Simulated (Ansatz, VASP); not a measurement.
**MgSe: VASP beside Ansatz**

```
Mg Se
1.0
     0.00000    2.72550    2.72550
     2.72550    0.00000    2.72550
     2.72550    2.72550    0.00000
Mg Se
1 1
Cartesian
  0.0000 0.0000 0.0000
  2.7255 2.7255 2.7255
```

Alike in both runs: task electric field gradients; functional PBE; k mesh 9 × 9 × 9; occupations gaussian, width 0.05 eV; no spin polarisation.

|  | VASP | Ansatz |
| --- | --- | --- |
| version | VASP 6.6.1 | Ansatz 0.2.0 |
| potentials or method | VASP PAW PBE potentials, release 64 (Mg, Se) | plane-wave PAW, scalar-relativistic |
| plane-wave cutoff (eV) | 520 | 420 |
| valence electrons in the cell | 8 | 26 |

Ansatz gave:

| Property | Result |
| --- | --- |
| gap on the k mesh at the Fermi level (eV) | 1.95 |
| pressure (GPa) | 2.0 |

Task: What did VASP give for the same quantities?

Result: gap on the k mesh at the Fermi level (eV): 1.93; pressure (GPa): 1.9.

With one functional, cell and mesh, what is left measures potentials, basis and numerics. VASP's potentials hold 8 valence electrons a cell and Ansatz's 26, so a difference there can come from the potentials and not from the codes.
